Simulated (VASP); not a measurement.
# CuO (Pm-3m) in VASP: notebook, part 2 of 2

VASP 6.6.1. The steps go on from the part before.

**4. Relaxation of cell and atoms, PBE+U**

INCAR reads:

```
PREC = Accurate ; ENCUT = 600
EDIFF = 1E-6 ; ISMEAR = -1
SIGMA = 0.05 ; LREAL = F
LASPH = T ; NELM = 150
ALGO = Normal ; ISIF = 3
LWAVE = F ; LCHARG = F
LMAXMIX = 4 ; LDAU = T
LDAUTYPE = 2 ; LDAUL = 2 -1
LDAUU = 3 0 ; LDAUJ = 0 0
LDAUPRINT = 1 ; GGA = PE
IBRION = 2 ; NSW = 60
EDIFFG = -0.01
```

KPOINTS reads:

```
Automatic mesh
0
Gamma
  10 10 10
```

POSCAR reads:

```
CuO
1.0
    2.5525506100      0.0000000000      0.0000000000
    0.0000000000      2.5525506100      0.0000000000
    0.0000000000      0.0000000000      2.5525506100
Cu O
1 1
Direct
    0.0000000000      0.0000000000      0.0000000000
    0.5000000000      0.5000000000      0.5000000000
```

Potentials or basis: VASP PAW PBE potentials, release 64 (Cu, O).

Launch:

```bash
cat potpaw_PBE.64/Cu/POTCAR potpaw_PBE.64/O/POTCAR > POTCAR
mpirun -np 1 vasp_std > vasp.out
```

OUTCAR:

```text
PREC = Accurate
   ENCUT = 600
   EDIFF = 1E-6
   ISMEAR = -1
   LREAL = F
   LASPH = T
   NELM = 150
   ISIF = 3
   GGA = PE
   IBRION = 2
   NSW = 60
   EDIFFG = -0.01

 ion  position               nearest neighbor table
   1  0.000  0.000  0.000-   2 2.21   2 2.21   2 2.21   2 2.21   2 2.21   2 2.21   2 2.21   2 2.21

   2  0.500  0.500  0.500-   1 2.21   1 2.21   1 2.21   1 2.21   1 2.21   1 2.21   1 2.21   1 2.21

  LATTYP: Found a simple cubic cell.
 ALAT       =     2.5525506100

  Lattice vectors:

 A1 = (   2.5525506100,   0.0000000000,   0.0000000000)
 A2 = (   0.0000000000,   2.5525506100,   0.0000000000)
 A3 = (   0.0000000000,   0.0000000000,   2.5525506100)

Analysis of symmetry for initial positions (statically):
=====================================================================
 Subroutine PRICEL returns:
 Original cell was already a primitive cell.

 Routine SETGRP: Setting up the symmetry group for a
 simple cubic supercell.

 Subroutine GETGRP returns: Found 48 space group operations
 (whereof 48 operations were pure point group operations)
 out of a pool of 48 trial point group operations.

The static configuration has the point symmetry O_h .

Analysis of symmetry for dynamics (positions and initial velocities):
=====================================================================
 Subroutine PRICEL returns:
 Original cell was already a primitive cell.

[... 268 lines left out ...]
  ext. energy  EPLUGINS =         0.00000000
  ---------------------------------------------------
  free energy    TOTEN  =        -7.56598293 eV

  energy without entropy =       -7.53691596  energy(sigma->0) =       -7.55144944

 E-fermi :   6.0200     XC(G=0): -12.7950

 val. band max:        6.0126928199   @ k =   0.5000   0.4000   0.2000
 cond. band min:       6.0226243307   @ k =   0.4000   0.4000   0.4000
 fundamental gap:      0.0099315109
 Fermi energy:         6.0200087153

 k-point     1 :       0.0000    0.0000    0.0000
  band No.  band energies     occupation
      1     -13.0514      2.00000
      2       2.3940      2.00000
      3       2.3940      2.00000
      4       4.1800      2.00000
      5       4.1800      2.00000
      6       4.1800      2.00000
      7       4.4165      2.00000
      8       4.4165      2.00000
      9       4.4165      2.00000
     10       7.2653      0.00000
     11      21.7938      0.00000
     12      21.7938      0.00000
[... 331 lines left out ...]
 k-point    24 :       0.3000    0.1000    0.1000
  band No.  band energies     occupation
      1     -12.1638      2.00000
      2       0.1745      2.00000
      3       2.3527      2.00000
      4       2.8326      2.00000
      5       2.9473      2.00000
      6       3.9967      2.00000
      7       4.2287      2.00000
      8       5.2704      2.00000
      9       5.9277      1.72758
     10      11.2866      0.00000
     11      17.6967      0.00000
     12      21.5331      0.00000

 [... further k-points ...]

------------------------ aborting loop because EDIFF is reached ----------------------------------------

  FORCE on cell =-STRESS in cart. coord.  units (eV):
  Direction    XX          YY          ZZ          XY          YZ          ZX
  --------------------------------------------------------------------------------------
  -------------------------------------------------------------------------------------
  Total        0.0128654      0.0128654      0.0128654     -0.0000000     -0.0000000     -0.0000000
  in kB        1.1368861      1.1368861      1.1368861     -0.0000000     -0.0000000     -0.0000000
  external PRESSURE =       1.1368861 kB  Pullay stress =       0.0000000 kB
[... 17 lines left out ...]
  FREE ENERGIE OF THE ION-ELECTRON SYSTEM (eV)
  ---------------------------------------------------
  free  energy   TOTEN  =        -7.5659829270 eV

  energy  without entropy=       -7.5369159585  energy(sigma->0) =       -7.55144944

 reached required accuracy - stopping structural energy minimisation
```

OSZICAR:

```text
N       E                     dE             d eps       ncg     rms          rms(c)
DAV:   1     0.111058940282E+03    0.11106E+03   -0.95933E+03  1424   0.256E+03
DAV:   2    -0.122955975029E+01   -0.11229E+03   -0.10258E+03  1420   0.368E+02
DAV:   3    -0.956595193694E+01   -0.83364E+01   -0.75517E+01  1524   0.110E+02
[... 28 lines left out ...]
DAV:   5    -0.756618597887E+01    0.49792E-02   -0.10067E-02  2040   0.313E+00    0.138E-01
DAV:   6    -0.756600111056E+01    0.18487E-03   -0.94872E-04  1968   0.587E-01    0.494E-02
DAV:   7    -0.756598570938E+01    0.15401E-04   -0.88090E-05  1792   0.143E-01    0.183E-02
DAV:   8    -0.756598311904E+01    0.25903E-05   -0.11029E-05  1772   0.157E-01    0.490E-03
DAV:   9    -0.756598292700E+01    0.19204E-06   -0.11495E-06   688   0.296E-02
   3 F= -.75659829E+01 E0= -.75514494E+01  d E =-.755361E-01
```

CONTCAR:

```text
CuO
   1.00000000000000
     2.6270760073977355    0.0000000000000000   -0.0000000000000000
    -0.0000000000000000    2.6270760073977355    0.0000000000000000
     0.0000000000000000    0.0000000000000000    2.6270760073977355
  Cu              O
     1     1
Direct
     0.0000000000000000    0.0000000000000000    0.0000000000000000
     0.5000000000000000    0.5000000000000000    0.5000000000000000

  0.00000000E+00  0.00000000E+00  0.00000000E+00
  0.00000000E+00  0.00000000E+00  0.00000000E+00
```

It took 19 s on 1 thread of Intel Xeon Platinum 8559C (Emerald Rapids), shared host; peak memory 0.13 GiB.

Results:

* Free energy: -7.5660 eV
* Relaxed volume: 9.07 Å³/atom
* Relaxed cell: a = 2.627 Å, b = 2.627 Å, c = 2.627 Å, α = 90.00°, β = 90.00°, γ = 90.00°
* Space group after relaxing (to 0.1 Å): Pm-3m (No. 221)
* Energy gained by relaxing: 37.8 meV/atom
* Ionic steps: 3
* Pressure after relaxing: 0.1 GPa
* Band gap on the k mesh: zero (an odd number of electrons rules out a gap without spin polarisation)

The path:
| step | energy change (eV) | largest force (eV/Å) | pressure (GPa) | volume (Å³) |
| --- | --- | --- | --- | --- |
| 1 | 0.0000 | 0.0000 | 17.49 | 16.63 |
| 2 | -0.0596 | 0.0000 | -6.34 | 18.91 |
| 3 | -0.0755 | 0.0000 | 0.11 | 18.13 |

Final structure:
```xyz
2
Lattice="2.6271 0.0000 0.0000 0.0000 2.6271 0.0000 0.0000 0.0000 2.6271" Properties=species:S:1:pos:R:3 pbc="T T T"
Cu    0.0000    0.0000    0.0000
O     1.3135    1.3135    1.3135
```

Levels at points of the mesh, in eV from the Fermi level:
```csv
k point,band 5,band 6,band 7,band 8,band 9,band 10,band 11,band 12
"(0.00, 0.00, 0.00)",-1.84,-1.84,-1.60,-1.60,-1.60,1.25,15.77,15.77
"(0.50, 0.00, 0.00)",-3.38,-1.78,-1.44,0.44,0.44,6.95,8.31,17.99
"(0.50, 0.50, 0.00)",-2.34,-2.28,-2.28,-1.54,-0.68,5.64,11.83,11.83
"(0.50, 0.50, 0.50)",-1.52,-1.52,0.25,0.25,0.25,7.57,7.57,7.57
```

Eigenvalues of the final occupation matrices:
| site | spin | trace | eigenvalues |
| --- | --- | --- | --- |
| site 1 d | 1 | 4.64 | 0.91 0.91 0.91 0.96 0.96 |
| site 1 d | 2 | 4.64 | 0.91 0.91 0.91 0.96 0.96 |

Caveat: an odd number of electrons without spin polarisation forces a metal; a magnetic or distorted state may lie lower; U without spin polarisation on a metal has little footing.

**5. Relaxation of cell and atoms, PBE+U**

INCAR reads:

```
SYSTEM = CuO
ALGO = Normal ; EDIFF = 1E-7
EDIFFG = -0.01 ; ENCUT = 600
GGA = PE ; IBRION = 2
ISIF = 3 ; ISMEAR = -1
LASPH = .True. ; LCHARG = .False.
LDAU = .True. ; LDAUJ = 0 0
LDAUL = 2 -1 ; LDAUPRINT = 1
LDAUTYPE = 2 ; LDAUU = 4 0
LMAXMIX = 4 ; LREAL = .False.
LWAVE = .False. ; NELM = 150
NSW = 60 ; PREC = Accurate
SIGMA = 0.05
```

KPOINTS reads:

```
k-points
0
Gamma
  10 10 10
  0 0 0
```

POSCAR is that of step 4.

Potentials or basis: VASP PAW PBE potentials, release 64 (Cu, O).

Launch:

```bash
cat potpaw_PBE.64/Cu/POTCAR potpaw_PBE.64/O/POTCAR > POTCAR
mpirun -np 1 vasp_std > vasp.out
```

OUTCAR:

```text
SYSTEM = CuO
   EDIFF = 1E-7
   EDIFFG = -0.01
   ENCUT = 600
   GGA = PE
   IBRION = 2
   ISIF = 3
   ISMEAR = -1
   LASPH = .True.
   LREAL = .False.
   NELM = 150
   NSW = 60
   PREC = Accurate

 ion  position               nearest neighbor table
   1  0.000  0.000  0.000-   2 2.21   2 2.21   2 2.21   2 2.21   2 2.21   2 2.21   2 2.21   2 2.21

   2  0.500  0.500  0.500-   1 2.21   1 2.21   1 2.21   1 2.21   1 2.21   1 2.21   1 2.21   1 2.21

  LATTYP: Found a simple cubic cell.
 ALAT       =     2.5525506100

  Lattice vectors:

 A1 = (   2.5525506100,   0.0000000000,   0.0000000000)
 A2 = (   0.0000000000,   2.5525506100,   0.0000000000)
 A3 = (   0.0000000000,   0.0000000000,   2.5525506100)

Analysis of symmetry for initial positions (statically):
=====================================================================
 Subroutine PRICEL returns:
 Original cell was already a primitive cell.

 Routine SETGRP: Setting up the symmetry group for a
 simple cubic supercell.

 Subroutine GETGRP returns: Found 48 space group operations
 (whereof 48 operations were pure point group operations)
 out of a pool of 48 trial point group operations.

The static configuration has the point symmetry O_h .

Analysis of symmetry for dynamics (positions and initial velocities):
=====================================================================
 Subroutine PRICEL returns:
 Original cell was already a primitive cell.

 Routine SETGRP: Setting up the symmetry group for a
 simple cubic supercell.

 Subroutine GETGRP returns: Found 48 space group operations
 (whereof 48 operations were pure point group operations)
 out of a pool of 48 trial point group operations.

The dynamic configuration has the point symmetry O_h .

 Subroutine INISYM returns: Found 48 space group operations
[... 243 lines left out ...]
  o =  0.9150  v =  0.0000  0.0599 -0.0000  0.9982  0.0000  0.0000  0.0000  0.0000  0.0000  0.0000      0.0000  0.0000  0.0000  0.0000  0.0000  0.0000  0.0000  0.0000  0.0000  0.0000
  o =  0.9150  v =  0.0000  0.0000  0.0000  0.0000  0.0000  0.0000  0.0599 -0.0000  0.9982  0.0000      0.0000  0.0000  0.0000  0.0000  0.0000  0.0000  0.0000  0.0000  0.0000  0.0000
  o =  0.9150  v =  0.0000 -0.9982  0.0000  0.0599  0.0000  0.0000  0.0000  0.0000  0.0000  0.0000      0.0000  0.0000  0.0000  0.0000  0.0000  0.0000  0.0000  0.0000  0.0000  0.0000
  o =  0.9150  v =  0.0000  0.0000  0.0000  0.0000  0.0000  0.0000 -0.9982  0.0000  0.0599  0.0000      0.0000  0.0000  0.0000  0.0000  0.0000  0.0000  0.0000  0.0000  0.0000  0.0000
  o =  0.9580  v =  0.0000  0.0000  0.0000  0.0000  0.0000  0.0000 -0.0000 -0.9867 -0.0000 -0.1626      0.0000  0.0000  0.0000  0.0000  0.0000  0.0000  0.0000  0.0000  0.0000  0.0000
  o =  0.9580  v =  0.0000 -0.0000 -0.9867 -0.0000 -0.1626  0.0000  0.0000  0.0000  0.0000  0.0000      0.0000  0.0000  0.0000  0.0000  0.0000  0.0000  0.0000  0.0000  0.0000  0.0000
  o =  0.9580  v =  0.0000  0.0000  0.0000  0.0000  0.0000  0.0000  0.0000 -0.1626 -0.0000  0.9867      0.0000  0.0000  0.0000  0.0000  0.0000  0.0000  0.0000  0.0000  0.0000  0.0000
  o =  0.9580  v =  0.0000  0.0000 -0.1626 -0.0000  0.9867  0.0000  0.0000  0.0000  0.0000  0.0000      0.0000  0.0000  0.0000  0.0000  0.0000  0.0000  0.0000  0.0000  0.0000  0.0000

--------------------------------------- Ionic step        3  -------------------------------------------

 number of electron      17.0000028 magnetization

 Free energy of the ion-electron system (eV)
  ---------------------------------------------------
  ext. energy  EPLUGINS =         0.00000000
  ---------------------------------------------------
  free energy    TOTEN  =        -7.24449498 eV

  energy without entropy =       -7.21430182  energy(sigma->0) =       -7.22939840

 E-fermi :   5.9219     XC(G=0): -12.8041

 val. band max:        5.9200490984   @ k =   0.4000   0.4000   0.2000
 cond. band min:       5.9234689127   @ k =   0.5000   0.3000   0.1000
 fundamental gap:      0.0034198143
 Fermi energy:         5.9218636058

 k-point     1 :       0.0000    0.0000    0.0000
  band No.  band energies     occupation
      1     -13.0998      2.00000
      2       2.1525      2.00000
      3       2.1525      2.00000
      4       3.9789      2.00000
      5       3.9789      2.00000
      6       3.9789      2.00000
      7       4.3788      2.00000
      8       4.3788      2.00000
      9       4.3788      2.00000
     10       7.3414      0.00000
     11      21.7103      0.00000
     12      21.7103      0.00000
[... 331 lines left out ...]
 k-point    24 :       0.3000    0.1000    0.1000
  band No.  band energies     occupation
      1     -12.2135      2.00000
      2       0.1127      2.00000
      3       2.1652      2.00000
      4       2.6904      2.00000
      5       2.7448      2.00000
      6       3.7954      2.00000
      7       4.0451      2.00000
      8       5.1696      2.00000
      9       5.8307      1.72210
     10      11.3380      0.00000
     11      17.7409      0.00000
     12      21.5331      0.00000

 [... further k-points ...]

------------------------ aborting loop because EDIFF is reached ----------------------------------------

  FORCE on cell =-STRESS in cart. coord.  units (eV):
  Direction    XX          YY          ZZ          XY          YZ          ZX
  --------------------------------------------------------------------------------------
  -------------------------------------------------------------------------------------
  Total        0.0098033      0.0098033      0.0098033      0.0000000      0.0000000      0.0000000
  in kB        0.8693250      0.8693250      0.8693250      0.0000000      0.0000000      0.0000000
  external PRESSURE =       0.8693250 kB  Pullay stress =       0.0000000 kB
[... 17 lines left out ...]
  FREE ENERGIE OF THE ION-ELECTRON SYSTEM (eV)
  ---------------------------------------------------
  free  energy   TOTEN  =        -7.2444949767 eV

  energy  without entropy=       -7.2143018221  energy(sigma->0) =       -7.22939840

 reached required accuracy - stopping structural energy minimisation
```

OSZICAR:

```text
N       E                     dE             d eps       ncg     rms          rms(c)
DAV:   1     0.111386919693E+03    0.11139E+03   -0.96104E+03  1424   0.257E+03
DAV:   2    -0.688497443590E+00   -0.11208E+03   -0.10262E+03  1412   0.368E+02
DAV:   3    -0.902969039675E+01   -0.83412E+01   -0.75613E+01  1528   0.111E+02
[... 30 lines left out ...]
DAV:   5    -0.724462011211E+01    0.39902E-02   -0.75632E-03  2028   0.266E+00    0.113E-01
DAV:   6    -0.724450730817E+01    0.11280E-03   -0.69587E-04  1952   0.459E-01    0.409E-02
DAV:   7    -0.724449652987E+01    0.10778E-04   -0.58702E-05  1700   0.125E-01    0.143E-02
DAV:   8    -0.724449501135E+01    0.15185E-05   -0.66985E-06  1744   0.119E-01    0.345E-03
DAV:   9    -0.724449497672E+01    0.34624E-07   -0.91807E-07  1980   0.213E-02
   3 F= -.72444950E+01 E0= -.72293984E+01  d E =-.681637E-01
```

It took 19 s on 1 thread of Intel Xeon Platinum 8559C (Emerald Rapids), shared host; peak memory 0.13 GiB.

Results:

```yaml
Free_energy: -7.2445 eV
Relaxed_volume: 9.03 Å³/atom
Relaxed_cell: a = 2.624 Å, b = 2.624 Å, c = 2.624 Å, α = 90.00°, β = 90.00°, γ = 90.00°
Space_group_after_relaxing_to_0.1_Å: Pm-3m (No. 221)
Energy_gained_by_relaxing: 34.1 meV/atom
Ionic_steps: 3
Pressure_after_relaxing: 0.1 GPa
Band_gap_on_the_k_mesh: zero (an odd number of electrons rules out a gap without spin polarisation)
```

Step by step:
| step | energy change (eV) | largest force (eV/Å) | pressure (GPa) | volume (Å³) |
| --- | --- | --- | --- | --- |
| 1 | 0.0000 | 0.0000 | 16.44 | 16.63 |
| 2 | -0.0555 | 0.0000 | -5.67 | 18.77 |
| 3 | -0.0682 | 0.0000 | 0.09 | 18.07 |

Final structure:
```
Cu O
1.0
     2.62402    0.00000    0.00000
     0.00000    2.62402    0.00000
     0.00000    0.00000    2.62402
Cu O
1 1
Direct
  0.00000 0.00000 0.00000
  0.50000 0.50000 0.50000
```

Levels at points of the mesh, in eV from the Fermi level:
```tsv
k point	band 6	band 7	band 8	band 9	band 10	band 11	band 12
(0.00, 0.00, 0.00)	-1.94	-1.54	-1.54	-1.54	1.42	15.79	15.79
(0.50, 0.00, 0.00)	-1.88	-1.55	0.45	0.45	7.12	8.46	18.13
(0.50, 0.50, 0.00)	-2.39	-2.39	-1.68	-0.63	5.78	12.00	12.00
(0.50, 0.50, 0.50)	-1.65	0.22	0.22	0.22	7.75	7.75	7.75
```

Eigenvalues of the final occupation matrices:
```tsv
site	spin	trace	eigenvalues
site 1 d	1	4.66	0.92 0.92 0.92 0.96 0.96
site 1 d	2	4.66	0.92 0.92 0.92 0.96 0.96
```

Caveat: an odd number of electrons without spin polarisation forces a metal; a magnetic or distorted state may lie lower; U without spin polarisation on a metal has little footing.

**6. Relaxation of cell and atoms, PBE+U**

INCAR reads:

```
PREC = Accurate ; ENCUT = 600
EDIFF = 1E-6 ; ISMEAR = -1
SIGMA = 0.05 ; LREAL = F
LASPH = T ; NELM = 150
ALGO = Normal ; ISIF = 3
LWAVE = F ; LCHARG = F
LMAXMIX = 4 ; LDAU = T
LDAUTYPE = 2 ; LDAUL = 2 -1
LDAUU = 5 0 ; LDAUJ = 0 0
LDAUPRINT = 1 ; GGA = PE
IBRION = 2 ; NSW = 60
EDIFFG = -0.01
```

KPOINTS reads:

```
regular mesh
0
Gamma
  10 10 10
```

POSCAR is that of step 5.

Potentials or basis: VASP PAW PBE potentials, release 64 (Cu, O).

Launch:

```bash
cat potpaw_PBE.64/Cu/POTCAR potpaw_PBE.64/O/POTCAR > POTCAR
mpirun -np 1 vasp_std > vasp.out
```

Wall time 20 s (1 thread of Intel Xeon Platinum 8559C (Emerald Rapids), shared host); peak memory 0.14 GiB.

Results (log left out):

* Free energy: -6.9385 eV
* Relaxed volume: 9.00 Å³/atom
* Relaxed cell: a = 2.621 Å, b = 2.621 Å, c = 2.621 Å, α = 90.00°, β = 90.00°, γ = 90.00°
* Space group after relaxing (to 0.1 Å): Pm-3m (No. 221)
* Energy gained by relaxing: 30.6 meV/atom
* Ionic steps: 3
* Pressure after relaxing: 0.1 GPa
* Band gap on the k mesh: zero (an odd number of electrons rules out a gap without spin polarisation)

The path:
```
step  energy change (eV)  largest force (eV/Å)  pressure (GPa)  volume (Å³)
   1              0.0000                0.0000           15.41        16.63
   2             -0.0514                0.0000           -4.92        18.63
   3             -0.0613                0.0000            0.12        18.01
```

Final structure:
```
CELL_PARAMETERS angstrom
2.62106 0.00000 0.00000
0.00000 2.62106 0.00000
0.00000 0.00000 2.62106
ATOMIC_POSITIONS crystal
Cu 0.00000 0.00000 0.00000
O 0.50000 0.50000 0.50000
```

Levels at points of the mesh, in eV from the Fermi level:
```tsv
k point	band 7	band 8	band 9	band 10	band 11	band 12
(0.00, 0.00, 0.00)	-1.48	-1.48	-1.48	1.60	15.80	15.80
(0.50, 0.00, 0.00)	-1.66	0.46	0.46	7.30	8.62	18.27
(0.50, 0.50, 0.00)	-2.50	-1.81	-0.57	5.94	12.17	12.17
(0.50, 0.50, 0.50)	0.20	0.20	0.20	7.93	7.93	7.93
```

Eigenvalues of the final occupation matrices:
| site | spin | trace | eigenvalues |
| --- | --- | --- | --- |
| site 1 d | 1 | 4.68 | 0.92 0.92 0.92 0.96 0.96 |
| site 1 d | 2 | 4.68 | 0.92 0.92 0.92 0.96 0.96 |

Caveat: an odd number of electrons without spin polarisation forces a metal; a magnetic or distorted state may lie lower; U without spin polarisation on a metal has little footing.

**7. Summary**

| U | gap on the mesh (eV) | pressure (GPa) | relaxed volume (Å³/atom) |
| --- | --- | --- | --- |
| Cu d U = 1.0 eV | none | 0.1 | 9.13 |
| Cu d U = 2.0 eV | none | 0.1 | 9.10 |
| Cu d U = 3.0 eV | none | 0.1 | 9.07 |
| Cu d U = 4.0 eV | none | 0.1 | 9.03 |
| Cu d U = 5.0 eV | none | 0.1 | 9.00 |

Alike in all rows: task relaxation of cell and atoms; level PBE+U; potentials or basis VASP PAW PBE potentials, release 64 (Cu, O); no spin polarisation; cell relaxed; k mesh 10 × 10 × 10; cutoff (eV) 600; smearing fermi-dirac 0.05 eV.

Caveats: an odd number of electrons without spin polarisation forces a metal; a magnetic or distorted state may lie lower; U without spin polarisation on a metal has little footing.

Absolute energies hang on the potentials; compare differences alone.
